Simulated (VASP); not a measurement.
BN:

```xyz
2
Lattice="1.2437 0.7180 3.4715 -1.2437 0.7180 3.4715 0.0000 -1.4361 3.4715" Properties=species:S:1:pos:R:3 pbc="T T T"
B     0.0000    0.0000   10.4104
N     0.0000    0.0000    3.4660
```

```yaml
Program: VASP 6.6.1
Task: relaxation of shape and atoms at fixed volume
Functional: PBEsol
Potentials_or_basis: VASP PAW PBE potentials, release 64 (B, N)
Cutoff: 600 eV
k_mesh: 12 × 12 × 12
Occupations: gaussian, width 0.01 eV
Spin: no spin polarisation
```

At the start: pressure 5.0 GPa; volume 9.30 Å³/atom.

Problem. Where does the relaxation end?

Solution. Over 8 steps the energy falls by 3.1 meV/atom; space group R3m (No. 160, to 0.1 Å) before and after.

Step by step:
```tsv
step	energy change (eV)	largest force (eV/Å)	pressure (GPa)	volume (Å³)
1	0.0000	0.0009	4.95	18.60
2	-0.0063	0.0048	-0.13	18.60
3	-0.0063	0.0048	-0.02	18.60
4	-0.0063	0.0047	0.07	18.60
5	-0.0063	0.0008	0.07	18.60
6	-0.0063	0.0005	0.07	18.60
7	-0.0063	0.0003	0.03	18.60
8	-0.0063	0.0000	-0.03	18.60
```

Final structure:
```
B N
1.0
     1.25250    0.72313    3.42270
    -1.25250    0.72313    3.42270
     0.00000   -1.44627    3.42270
B N
1 1
Direct
  0.99964 0.99964 0.99964
  0.33279 0.33279 0.33279
```

Caveat: the PAW data sets were made with another functional, which shifts forces and pressure a little.
